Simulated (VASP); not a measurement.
Wanted: the native input for a VASP 6.6.1 run.

```
Task                   : single point
Functional             : PBE
Potentials or basis    : VASP PAW PBE potentials, release 64 (Rb_sv, V_sv, S)
Cutoff                 : 520 eV
k mesh                 : 8 × 8 × 8
Occupations            : gaussian, width 0.1 eV
Spin                   : no spin polarisation
Dipole correction      : no
Further INCAR settings : ALGO = Normal; EDIFF = 1e-06; NBANDS = 28
```

The structure of RbVS3 lies in POSCAR:

```
RbVS3
1.0
    4.7212264899      0.0000000000      0.0000000000
    0.0000000000      4.7212264899      0.0000000000
    0.0000000000      0.0000000000      4.7212264899
Rb V S
1 1 3
Direct
    0.0000000000      0.0000000000      0.0000000000
    0.5000000000      0.5000000000      0.5000000000
    0.5000000000      0.5000000000      0.0000000000
    0.0000000000      0.5000000000      0.5000000000
    0.5000000000      0.0000000000      0.5000000000
```

The cell was generated, and may not be a known phase.

One way to write it, as run:

INCAR

```
PREC = Accurate ; ENCUT = 520
EDIFF = 1E-6 ; ISMEAR = 0
SIGMA = 0.1 ; LREAL = F
LASPH = T ; NELM = 100
ALGO = Normal ; ISIF = 2
LWAVE = F ; LCHARG = T
GGA = PE ; LELF = T
LVHAR = T ; NBANDS = 28
```

KPOINTS

```
regular mesh
0
Gamma
  8 8 8
```

Potentials or basis: VASP PAW PBE potentials, release 64 (Rb_sv, V_sv, S).

Launch:

```console
$ cat potpaw_PBE.64/Rb_sv/POTCAR potpaw_PBE.64/V_sv/POTCAR potpaw_PBE.64/S/POTCAR > POTCAR
$ mpirun -np 1 vasp_std > vasp.out
```

It gave:

```
Pressure               : 0.0 GPa
Band gap on the k mesh : zero (bands 20 and 21 overlap by 0.97 eV)
```

Caveat: the run has no spin polarisation, though such a crystal can be magnetic.

Run time: 42 s on 1 thread of Intel(R) Xeon(R) 6975P-C (Granite Rapids) (shared host), peak memory 0.26 GiB.
